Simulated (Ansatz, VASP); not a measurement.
**One calculation of Pt, two programs**

```xyz
1
Lattice="0.0000 1.9190 1.9190 1.9190 0.0000 1.9190 1.9190 1.9190 0.0000" Properties=species:S:1:pos:R:3 pbc="T T T"
Pt    0.0000    0.0000    0.0000
```

Alike in both runs: task single point; functional PBEsol; k mesh 18 × 18 × 18; occupations gaussian, width 0.1 eV; no spin polarisation.

|  | VASP | Ansatz |
| --- | --- | --- |
| version | VASP 6.6.1 | Ansatz 0.2.0 |
| potentials or method | VASP PAW PBE potentials, release 64 (Pt), cutoff 520 eV | scalar-relativistic, plane waves, PAW |
| valence electrons in the cell | 10 | 18 |

Ansatz gave:

- gap on the k mesh at the Fermi level (eV): none
- pressure (GPa): 21.0

**Question.** What did VASP give for the same quantities?

**Answer.** gap on the k mesh at the Fermi level (eV): none; pressure (GPa): 20.6.

VASP's potentials were made for PBE, not for PBEsol. A gap of «none» marks a metal or a gap that the smearing closes. VASP's potentials hold 10 valence electrons a cell and Ansatz's 18, so a difference there can come from the potentials and not from the codes.

Spin-orbit coupling is off throughout.
